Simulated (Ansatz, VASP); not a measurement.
One calculation of TiTe2, two programs

The input INCAR:

```
SYSTEM = TiTe2
ALGO     = Normal         ! electronic algorithm
EDIFF    = 1E-7           ! SCF threshold, eV
ENCUT    = 520            ! plane-wave cutoff, eV
GGA      = PE             ! functional
ISIF     = 2              ! what is computed and relaxed
ISMEAR   = 0              ! smearing method
LASPH    = .True.         ! aspherical terms in the spheres
LCHARG   = .False.        ! write CHGCAR
LREAL    = .False.        ! projectors in reciprocal space
LWAVE    = .False.        ! write WAVECAR
NBANDS   = 19             ! bands
NELM     = 60             ! most SCF steps
PREC     = Accurate       ! precision mode
SIGMA    = 0.05           ! smearing width, eV
```

Contents of KPOINTS:

```
k-points
0
Gamma
  10 10 10
  0 0 0
```

POSCAR

```
TiTe2
1.0
    0.0000000000      3.4428591255      3.4428591255
    3.4428591255      0.0000000000      3.4428591255
    3.4428591255      3.4428591255      0.0000000000
Ti Te
1 2
Direct
    0.0000000000      0.0000000000      0.0000000000
    0.2500000000      0.2500000000      0.2500000000
    0.7427385934      0.7572614066      0.7572614066
```

Input for Ansatz:

```yaml
crystal:
  lattice:
    - [0.0, 3.4428591255, 3.4428591255]
    - [3.4428591255, 0.0, 3.4428591255]
    - [3.4428591255, 3.4428591255, 0.0]
  atoms:
    - { symbol: Ti, position: [0.0, 0.0, 0.0] }
    - { symbol: Te, position: [0.25, 0.25, 0.25] }
    - { symbol: Te, position: [0.7427385934, 0.7572614066, 0.7572614066] }
basis:
  ecutwfc: 420
  ecutrho_ratio: 4
kpoints:
  mp_grid: { grid: [10, 10, 10] }
hamiltonian:
  xc: pbe
scf:
  occupations: { method: gaussian, width: 0.05 }
output:
  forces: true
  stress: true
  eigenvalues: true
```

Alike in both runs: task single point; functional PBE; k mesh 10 × 10 × 10; occupations gaussian, width 0.05 eV; no spin polarisation.

|  | VASP | Ansatz |
| --- | --- | --- |
| version | VASP 6.6.1 | Ansatz 0.2.0 |
| potentials or method | VASP PAW PBE potentials, release 64 (Ti_sv, Te), cutoff 520 eV | scalar-relativistic, plane waves, PAW |
| valence electrons in the cell | 24 | 44 |

|  | VASP | Ansatz | Ansatz less VASP |
| --- | --- | --- | --- |
| gap on the k mesh at the Fermi level (eV) | none | none | - |
| pressure (GPa) | 0.0 | 0.0 | -0.02 |
| traceless stress, the component that is largest in VASP (GPa) | 0.39 | 0.39 | -0.003 |
| rms of the force components (eV/Å) | 0.073 | 0.073 | -0.0002 |

Atom by atom the forces differ by 0.000 eV/Å (rms over components). A gap of «none» marks a metal or a gap that the smearing closes. VASP's potentials hold 24 valence electrons a cell and Ansatz's 44, so a difference there can come from the potentials and not from the codes.

Neither program's run includes spin-orbit coupling.
